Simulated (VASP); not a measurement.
A run of VASP 6.6.1 is set up as follows.

File INCAR:

```
  ALGO = Normal
  EDIFF = 1E-6
  ENCUT = 520
  GGA = PS
  ISIF = 2
  ISMEAR = 0
  LASPH = True
  LCHARG = False
  LREAL = False
  LWAVE = False
  NBANDS = 16
  NELM = 80
  PREC = Accurate
  SIGMA = 0.02
```

File KPOINTS:

```
k-points
0
Gamma
  8 8 8
```

The input POSCAR:

```
ZnSe
1.0
    0.0000000000      2.7659721671      2.7659721671
    2.7659721671      0.0000000000      2.7659721671
    2.7659721671      2.7659721671      0.0000000000
Zn Se
1 1
Direct
    0.0000000000      0.0000000000      0.0000000000
    0.7500000000      0.7500000000      0.7500000000
```

Potentials or basis: VASP PAW PBE potentials, release 64 (Zn, Se).

Launch:

```sh
$ cat potpaw_PBE.64/Zn/POTCAR potpaw_PBE.64/Se/POTCAR > POTCAR
$ mpirun -np 1 vasp_std > vasp.out
```

(1) What does it give for the pressure?

(2) Predict the band gap on the k mesh.

Results:

(1) 4.3 GPa.

(2) 1.47 eV, direct.

Caveat: the PAW data sets were made with another functional, which shifts forces and pressure a little.
